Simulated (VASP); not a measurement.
## CoC (rocksalt type): single point with LDA

Crystal: CoC (rocksalt type).

```
Co C
1.0
     0.00000    1.96446    1.96446
     1.96446    0.00000    1.96446
     1.96446    1.96446    0.00000
Co C
1 1
Direct
  0.00000 0.00000 0.00000
  0.50000 0.50000 0.50000
```

```yaml
Program: VASP 6.6.1
Task: single point
Functional: LDA
Potentials_or_basis: VASP PAW LDA potentials, release 64 (Co, C)
Cutoff: 520 eV
k_mesh: 16 × 16 × 16
Occupations: fermi-dirac, width 0.1 eV
Spin: collinear spin, ferromagnetic start
Starting_moments: "[1.7, 0.0] μB"
```

* Pressure: 0.8 GPa
* Net moment: 0.00 μB per cell
* Valence electrons inside the program's atomic spheres: Co 8.81; C 2.36

Levels at points of the mesh, in eV from the Fermi level:
Spin up:
```tsv
k point	band 3	band 4	band 5	band 6	band 7	band 8	band 9	band 10
(0.00, 0.00, 0.00)	-2.77	-2.77	-2.37	-2.37	1.15	1.15	1.15	13.38
(0.50, 0.00, 0.00)	-5.42	-5.42	-1.33	-1.33	0.00	5.38	5.38	9.49
(0.50, 0.50, 0.00)	-4.39	-1.77	-1.77	-1.72	-0.93	-0.93	1.56	9.77
```
Spin down:
| k point | band 2 | band 3 | band 4 | band 5 | band 6 | band 7 | band 8 | band 9 | band 10 | band 11 |
| --- | --- | --- | --- | --- | --- | --- | --- | --- | --- | --- |
| (0.00, 0.00, 0.00) | -2.77 | -2.77 | -2.77 | -2.37 | -2.37 | 1.15 | 1.15 | 1.15 | 13.38 | 17.22 |
| (0.50, 0.00, 0.00) | -8.97 | -5.42 | -5.42 | -1.33 | -1.33 | 0.00 | 5.38 | 5.38 | 9.49 | 14.67 |
| (0.50, 0.50, 0.00) | -6.74 | -4.40 | -1.77 | -1.77 | -1.72 | -0.93 | -0.93 | 1.56 | 9.77 | 12.92 |

Run time: 40 s on 1 thread of Intel(R) Xeon(R) Platinum 8488C (Sapphire Rapids), on a shared host, peak memory 0.18 GiB.

Caveat: the moments typed at the start vanished in this run.
